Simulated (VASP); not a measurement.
Runs of VASP 6.6.1 on Ca3AsP. The structure is that of space group Pm-3m (No. 221), or close to it. The cells are those of the table. 

```tsv
task	level	potentials or basis	cell	k mesh	cutoff (eV)	smearing	gap on the mesh (eV)	pressure (GPa)
relaxation of cell and atoms	PBEsol	VASP PAW PBE potentials, release 64 (As, Ca_sv, P)	relaxed from a = 5.334 Å, 5 atoms	5 × 5 × 5	600	fermi-dirac 0.05 eV	0.19	0.0
relaxation of cell and atoms	PBE	VASP PAW PBE potentials, release 64 (As, Ca_sv, P)	relaxed from a = 5.334 Å, 5 atoms	5 × 5 × 5	600	fermi-dirac 0.05 eV	0.18	0.0
single point	PBE	VASP PAW PBE potentials, release 64 (As, Ca_sv, P)	a = 5.334 Å, 5 atoms	6 × 6 × 6	520	methfessel-paxton 0.05 eV	0.18	0.0
single point	LDA	VASP PAW LDA potentials, release 64 (As, Ca_sv, P)	a = 5.203 Å, 5 atoms	5 × 5 × 5	520	fermi-dirac 0.05 eV	(a)	0.2
single point	PBE	VASP PAW PBE potentials, release 64 (As, Ca_sv, P)	a = 5.334 Å, 5 atoms	5 × 5 × 5	520	methfessel-paxton 0.05 eV	0.18	0.0
```

Alike in all rows: no spin polarisation.

**Question.** Estimate the missing entries.

**Answer.** (a) 0.21.

Caveats: the PAW data sets were made with another functional, which shifts forces and pressure a little (some runs); the relaxation stopped at its first step, so nothing moved (some runs).

A k mesh can miss the band edges, and the runs leave out spin-orbit coupling on As.
